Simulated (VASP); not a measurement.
W3Se:

```xyz
4
Lattice="4.1695 0.0000 0.0000 0.0000 4.1695 0.0000 0.0000 0.0000 4.1695" Properties=species:S:1:pos:R:3 pbc="T T T"
W     0.0000    2.0848    2.0848
W     2.0848    0.0000    2.0848
W     2.0848    2.0848    0.0000
Se    0.0000    0.0000    0.0000
```

```yaml
Program: VASP 6.6.1
Task: relaxation of cell and atoms
Functional: r2SCAN
Potentials_or_basis: VASP PAW PBE potentials, release 64 (W_sv, Se)
Cutoff: 600 eV
k_mesh: 4 × 4 × 4
Occupations: gaussian, width 0.1 eV
Spin: no spin polarisation
```

At the start: pressure -17.9 GPa; volume 18.12 Å³/atom.

Problem. How do energy, volume and symmetry change on relaxing?

Solution. Over 4 steps the energy falls by 117.2 meV/atom and the volume is 16.25 Å³/atom (-10.3 %); space group Pm-3m (No. 221, to 0.05 Å).

Step by step:
```
step  energy change (eV)  largest force (eV/Å)  pressure (GPa)  volume (Å³)
   1              0.0000                0.0000          -17.87        72.49
   2              1.4458                0.0000           64.18        53.28
   3             -0.4678                0.0000           -1.02        65.25
   4             -0.4687                0.0000           -0.21        65.01
```

Final structure:
```xyz
4
Lattice="4.0209 0.0000 0.0000 0.0000 4.0209 0.0000 0.0000 0.0000 4.0209" Properties=species:S:1:pos:R:3 pbc="T T T"
W     0.0000    2.0104    2.0104
W     2.0104    0.0000    2.0104
W     2.0104    2.0104    0.0000
Se    0.0000    0.0000    0.0000
```

Caveat: the k points lie up to 0.39 Å⁻¹ apart in the final cell; the PAW data sets were made with another functional, which shifts forces and pressure a little.
